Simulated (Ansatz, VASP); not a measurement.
## CdSe: VASP beside Ansatz

```
CELL_PARAMETERS angstrom
0.03070 3.08562 3.08562
3.08562 0.03070 3.08562
3.08562 3.08562 0.03070
ATOMIC_POSITIONS crystal
Cd 0.00000 0.00000 0.00000
Se 0.25000 0.25000 0.25000
```

Change from the starting cell: equal xy, yz and zx shear strains of +1 %.

Alike in both runs: task single point; functional PBE; k mesh 8 × 8 × 8; occupations fermi-dirac, width 0.03 eV; no spin polarisation.

|  | VASP | Ansatz |
| --- | --- | --- |
| version | VASP 6.6.1 | Ansatz 0.2.0 |
| potentials or method | VASP PAW PBE potentials, release 64 (Cd, Se), cutoff 520 eV | all-electron LAPW, scalar-relativistic |

Ansatz gave:

* pressure (GPa): 1.3
* traceless stress, the component that is largest in VASP (GPa): -0.41
* rms of the force components (eV/Å): 0.055

Question: Which values does VASP return?

Answer: Pressure (GPa): 1.6; traceless stress, the component that is largest in VASP (GPa): -0.42; rms of the force components (eV/Å): 0.058.

Atom by atom the forces differ by 0.002 eV/Å (rms over components). Ansatz ran all-electron here, and VASP with PAW potentials.
